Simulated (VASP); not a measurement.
Wanted: the native input for a VASP 6.6.1 run.

```yaml
Task: single point
Functional: PBE
Potentials_or_basis: VASP PAW PBE potentials, release 64 (Re, Bi_d)
Cutoff: 520 eV
k_mesh: 11 × 11 × 11
Occupations: methfessel-paxton, width 0.15 eV
Spin: no spin polarisation
Dipole_correction: no
Further_INCAR_settings: ALGO = Normal; EDIFF = 1e-07; NBANDS = 18
```

The structure of ReBi (zincblende type) lies in POSCAR:

```
ReBi
1.0
    0.0000000000      2.9829166390      2.9829166390
    2.9829166390      0.0000000000      2.9829166390
    2.9829166390      2.9829166390      0.0000000000
Re Bi
1 1
Direct
    0.0000000000      0.0000000000      0.0000000000
    0.2500000000      0.2500000000      0.2500000000
```

One way to write it, as run:

INCAR

```
SYSTEM = ReBi
  PREC = Accurate
  ENCUT = 520
  EDIFF = 1E-7
  ISMEAR = 1
  SIGMA = 0.15
  LREAL = .FALSE.
  LASPH = .TRUE.
  NELM = 80
  ALGO = Normal
  ISIF = 2
  LWAVE = .FALSE.
  LCHARG = .TRUE.
  GGA = PE
  LELF = .TRUE.
  LVHAR = .TRUE.
  NBANDS = 18
```

KPOINTS

```
regular mesh
0
G
  11 11 11
  0 0 0
```

Potentials or basis: VASP PAW PBE potentials, release 64 (Re, Bi_d).

Run with:

```bash
$ cat potpaw_PBE.64/Re/POTCAR potpaw_PBE.64/Bi_d/POTCAR > POTCAR
$ mpirun -np 1 vasp_std > vasp.out
```

Results of the run:

The pressure is 13.6 GPa.

Caveat: the cell stands under pressure.

Run time: 54 s on 1 thread of Intel(R) Xeon(R) Platinum 8488C (Sapphire Rapids), on a shared host, peak memory 0.21 GiB.
